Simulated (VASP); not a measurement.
**Mn3Si: single point with LDA**

The system is Mn3Si.

```
Mn Si
1.0
     0.00000    2.86100    2.86100
     2.86100    0.00000    2.86100
     2.86100    2.86100    0.00000
Mn Si
3 1
Cartesian
  2.8610 2.8610 2.8610
  1.4305 1.4305 1.4305
  4.2915 4.2915 4.2915
  0.0000 0.0000 0.0000
```

```json
{
  "Program": "VASP 6.6.1",
  "Task": "single point",
  "Functional": "LDA",
  "Potentials or basis": "VASP PAW LDA potentials, release 64 (Mn_pv, Si)",
  "Cutoff": "520 eV",
  "k mesh": "10 × 10 × 10",
  "Occupations": "fermi-dirac, width 0.05 eV",
  "Spin": "collinear spin, ferrimagnetic start",
  "Starting moments": "[0.967, -0.274, -0.273, 0.0] μB",
  "Fixed moment": "0.42 μB",
  "Dipole correction": "no",
  "Further INCAR settings": "ALGO = Normal; EDIFF = 1e-06; NBANDS = 34"
}
```

```yaml
Pressure: -26.3 GPa
Net_moment: 0.42 μB per cell
Site_moments: Mn +1.71, -0.67 (each value once); Si +0.03 μB
Valence_electrons_inside_the_program's_atomic_spheres: Mn 11.83, 11.92 (each value once); Si 1.61
```

Run time: 18 min on 1 thread of AMD EPYC 7R13 (shared host), peak memory 0.21 GiB.

Caveat: the cell stands under tension; the total moment is fixed, so each spin has its own Fermi level.
